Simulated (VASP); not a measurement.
# BP (F-43m) in VASP: further runs, part 2 of 2

VASP 6.6.1.

### Step 3. Vibrations by perturbation theory, PBE

This run uses another cell than the first one, of 11.02 Å³/atom.

The input, INCAR:

```
SYSTEM = BP
PREC = Accurate
ENCUT = 520
EDIFF = 1E-8
ISMEAR = 0
SIGMA = 0.01
LREAL = .False.
LASPH = .True.
NELM = 60
ALGO = Normal
ISIF = 2
LWAVE = .False.
LCHARG = .True.
GGA = PE
IBRION = 8
NSW = 1
LEPSILON = .True.
```

The input, KPOINTS:

```
regular mesh
0
Gamma
  10 10 10
  0 0 0
```

The input, POSCAR:

```
BP
1.0
    0.0000000000      2.2251449640      2.2251449640
    2.2251449640      0.0000000000      2.2251449640
    2.2251449640      2.2251449640      0.0000000000
B P
1 1
Direct
    0.0000000000      0.0000000000      0.0000000000
    0.7500000000      0.7500000000      0.7500000000
```

Potentials or basis: VASP PAW PBE potentials, release 64 (B, P).

On the command line:

```
cat potpaw_PBE.64/B/POTCAR potpaw_PBE.64/P/POTCAR > POTCAR
mpirun -np 1 vasp_std > vasp.out
```

OUTCAR:

```text
SYSTEM = BP
   PREC = Accurate
   ENCUT = 520
   EDIFF = 1E-8
   ISMEAR = 0
   LREAL = .False.
   LASPH = .True.
   NELM = 60
   ISIF = 2
   GGA = PE
   IBRION = 8
   NSW = 1
   LEPSILON = .True.

 ion  position               nearest neighbor table
   1  0.000  0.000  0.000-   2 1.93   2 1.93   2 1.93   2 1.93
   2  0.750  0.750  0.750-   1 1.93   1 1.93   1 1.93   1 1.93

  LATTYP: Found a face centered cubic cell.
 ALAT       =     4.4502899280

  Lattice vectors:

 A1 = (   0.0000000000,   2.2251449640,   2.2251449640)
 A2 = (   2.2251449640,   0.0000000000,   2.2251449640)
 A3 = (   2.2251449640,   2.2251449640,   0.0000000000)

Analysis of symmetry for initial positions (statically):
=====================================================================
 Subroutine PRICEL returns:
 Original cell was already a primitive cell.

 Routine SETGRP: Setting up the symmetry group for a
 face centered cubic supercell.

 Subroutine GETGRP returns: Found 24 space group operations
 (whereof 24 operations were pure point group operations)
 out of a pool of 48 trial point group operations.

The static configuration has the point symmetry T_d .

Analysis of symmetry for dynamics (positions and initial velocities):
=====================================================================
 Subroutine PRICEL returns:
 Original cell was already a primitive cell.

 Routine SETGRP: Setting up the symmetry group for a
 face centered cubic supercell.

 Subroutine GETGRP returns: Found 24 space group operations
 (whereof 24 operations were pure point group operations)
 out of a pool of 48 trial point group operations.

The dynamic configuration has the point symmetry T_d .

 Subroutine INISYM returns: Found 24 space group operations
 (whereof 24 operations are pure point group operations),
 and found     1 'primitive' translations

----------------------------------------------------------------------------------------

                                     Primitive cell

  volume of cell :      22.0346

  direct lattice vectors                    reciprocal lattice vectors
     0.000000000  2.225144964  2.225144964    -0.224704461  0.224704461  0.224704461
     2.225144964  0.000000000  2.225144964     0.224704461 -0.224704461  0.224704461
     2.225144964  2.225144964  0.000000000     0.224704461  0.224704461 -0.224704461

  length of vectors
     3.146830186  3.146830186  3.146830186     0.389199543  0.389199543  0.389199543

  position of ions in fractional coordinates (direct lattice)
     0.000000000  0.000000000  0.000000000
     0.750000000  0.750000000  0.750000000
[... 453 lines left out ...]
 -----------------------------------------------------------------------------
    -0.00045 -0.20614  0.00000
    -0.20614 -0.00045  0.00000
     0.00000  0.00000  0.00010

--------------------------------------- Ionic step        4  -------------------------------------------

------------------------ aborting loop because EDIFF is reached ----------------------------------------

[... ionic steps 5 to 6 ...]

--------------------------------------- Ionic step        7  -------------------------------------------

 Free energy of the ion-electron system (eV)
  ---------------------------------------------------
  ---------------------------------------------------
  free energy    TOTEN  =        -0.04082038 eV

  energy without entropy =       -0.04082038

------------------------ aborting loop because EDIFF is reached ----------------------------------------

 INTERNAL STRAIN TENSOR  FOR ION    2  DIRECTION 1   (eV/Angst):
 -----------------------------------------------------------------------------
    -0.00903  0.00000  0.00000
     0.00000  0.00741  9.43081
     0.00000  9.43081  0.00741

 MACROSCOPIC STATIC DIELECTRIC TENSOR (including local field effects in DFT)
 ------------------------------------------------------
           9.260388    -0.000000     0.000000
          -0.000000     9.260388    -0.000000
           0.000000    -0.000000     9.260388
 ------------------------------------------------------

 PIEZOELECTRIC TENSOR (including local field effects)  for field in x, y, z        (e  Angst)
          XX          YY          ZZ          XY          YZ          ZX
  --------------------------------------------------------------------------------
  x    -0.00000     0.00000    -0.00000     0.00000    -0.27951     0.00000
  y    -0.00000     0.00000     0.00000     0.00000     0.00000    -0.27951
  z    -0.00000     0.00000     0.00000    -0.27951     0.00000     0.00000

 PIEZOELECTRIC TENSOR (including local field effects)  for field in x, y, z        (C/m^2)
          XX          YY          ZZ          XY          YZ          ZX
  --------------------------------------------------------------------------------
  x    -0.00000     0.00000    -0.00000     0.00000    -0.20324     0.00000
  y    -0.00000     0.00000     0.00000     0.00000     0.00000    -0.20324
  z    -0.00000     0.00000     0.00000    -0.20324     0.00000     0.00000

 BORN EFFECTIVE CHARGES (including local field effects) (in |e|, cummulative output)
 ---------------------------------------------------------------------------------
 ion    1
    1    -0.68655    -0.00000    -0.00000
    2     0.00000    -0.68655     0.00000
    3    -0.00000     0.00000    -0.68655
 ion    2
    1     0.68655     0.00000     0.00000
    2     0.00000     0.68655    -0.00000
    3     0.00000    -0.00000     0.68655

 INTERNAL STRAIN TENSOR FOR ION    2 for displacements in x,y,z  (eV/Angst):
          X           Y           Z          XY          YZ          ZX
  --------------------------------------------------------------------------------
  x    -0.00000     0.00000     0.00000     0.00000     9.43081     0.00000
  y     0.00000     0.00000     0.00000     0.00000     0.00000     9.43081
  z     0.00000     0.00000    -0.00000     9.43081     0.00000     0.00000

 SECOND DERIVATIVES (NOT SYMMETRIZED)
 ------------------------------------
               1X          1Y          1Z          2X          2Y          2Z
  1X   -21.397558    0.000000    0.000000   21.397558    0.000000    0.000000
  1Y     0.000000  -21.397558    0.000000    0.000000   21.397558    0.000000
  1Z     0.000000    0.000000  -21.397558    0.000000    0.000000   21.397558
  2X    21.394021    0.000000    0.000000  -21.394021    0.000000    0.000000
  2Y     0.000000   21.394021    0.000000    0.000000  -21.394021    0.000000
  2Z     0.000000    0.000000   21.394021    0.000000    0.000000  -21.394021

 Eigenvectors and eigenvalues of the dynamical matrix
 ----------------------------------------------------

   1 f  =   25.544780 THz   160.502585 2PiTHz  852.082137 cm-1   105.644673 meV
             X         Y         Z           dx          dy          dz
      0.000000  0.000000  0.000000     0.860989   -0.000000    0.000000
      3.337717  3.337717  3.337717    -0.508623    0.000000    0.000000
[... 21 lines left out ...]
   6 f/i=    0.000925 THz     0.005810 2PiTHz    0.030844 cm-1     0.003824 meV
             X         Y         Z           dx          dy          dz
      0.000000  0.000000  0.000000     0.296774   -0.407487    0.067658
      3.337717  3.337717  3.337717     0.502374   -0.689787    0.114530

--------------------------------------------------------------------------------------------------------

 MACROSCOPIC STATIC DIELECTRIC TENSOR IONIC CONTRIBUTION
 ------------------------------------------------------
           0.180914     0.000000     0.000000
           0.000000     0.180914    -0.000000
           0.000000    -0.000000     0.180914
 ------------------------------------------------------

 ELASTIC MODULI CONTR FROM IONIC RELAXATION (kBar)
 Direction    XX          YY          ZZ          XY          YZ          ZX
 --------------------------------------------------------------------------------
 XX          -0.0000      0.0000      0.0000      0.0000     -0.0000      0.0000
 YY           0.0000     -0.0000      0.0000      0.0000      0.0000     -0.0000
 ZZ           0.0000      0.0000     -0.0000      0.0000      0.0000      0.0000
 XY           0.0000      0.0000      0.0000   -317.6010      0.0000      0.0000
 YZ          -0.0000      0.0000      0.0000      0.0000   -317.6010      0.0000
 ZX           0.0000     -0.0000      0.0000      0.0000      0.0000   -317.6010
 --------------------------------------------------------------------------------

 PIEZOELECTRIC TENSOR IONIC CONTR  for field in x, y, z        (C/m^2)
          XX          YY          ZZ          XY          YZ          ZX
  --------------------------------------------------------------------------------
  x     0.00000     0.00000    -0.00000     0.00000     0.22555     0.00000
  y     0.00000     0.00000    -0.00000    -0.00000     0.00000     0.22555
  z     0.00000    -0.00000    -0.00000     0.22555     0.00000    -0.00000
```

stdout:

```text
POSCAR found type information on POSCAR B P
 POSCAR found :  2 types and       2 ions
 scaLAPACK will be used
 LDA part: xc-table for (Slater+PW92), standard interpolation
 POSCAR, INCAR and KPOINTS ok, starting setup
 FFT: planning ... GRIDC
 FFT: planning ... GRID_SOFT
 FFT: planning ... GRID
 WAVECAR not read
 entering main loop
[... 23 lines left out ...]
  Direction:   3
 dielectric tensor                  component  3 :     1.602     2.079     9.260
 Linear response DOF=           2
 Linear response progress:
 first order change of Fermi-energy   0.11807E-03
 force on displaced ion       1 direction 1 : -21.398   0.000   0.000
 Born effective charge ion    1 direction 1 :  -0.697   0.000   0.000
 Linear response progress:
 first order change of Fermi-energy   0.11769E-03
 force on displaced ion       2 direction 1 : -21.394   0.000   0.000
 Born effective charge ion    2 direction 1 :   0.679   0.000   0.000
 Born effective charges drift removed
 Linear response finished
```

Run time: 84 s. Hardware: 1 thread of Intel Xeon Platinum 8488C (Sapphire Rapids), shared host; peak memory 0.2 GiB.

Results:

```
Electronic dielectric tensor (diagonal)                 : 9.26
Born charges (mean of the diagonal)                     : B -0.69; P +0.69 e
Highest phonon frequency at Γ, LO-TO splitting left out : 852 cm⁻¹
```

Phonon frequencies in cm⁻¹ (negative: imaginary):
```csv
q point,frequencies
"(0.000, 0.000, 0.000)",0 0 0 852 852 852
```

Electronic dielectric tensor:
```
9.26 0.00 0.00
0.00 9.26 0.00
0.00 0.00 9.26
```

Born effective charge tensors (e):
atom 1, B
```
-0.69  0.00  0.00
 0.00 -0.69  0.00
 0.00  0.00 -0.69
```
atom 2, P
```
0.69 0.00 0.00
0.00 0.69 0.00
0.00 0.00 0.69
```

Caveat: the cell stands under pressure or tension, which shifts response properties.
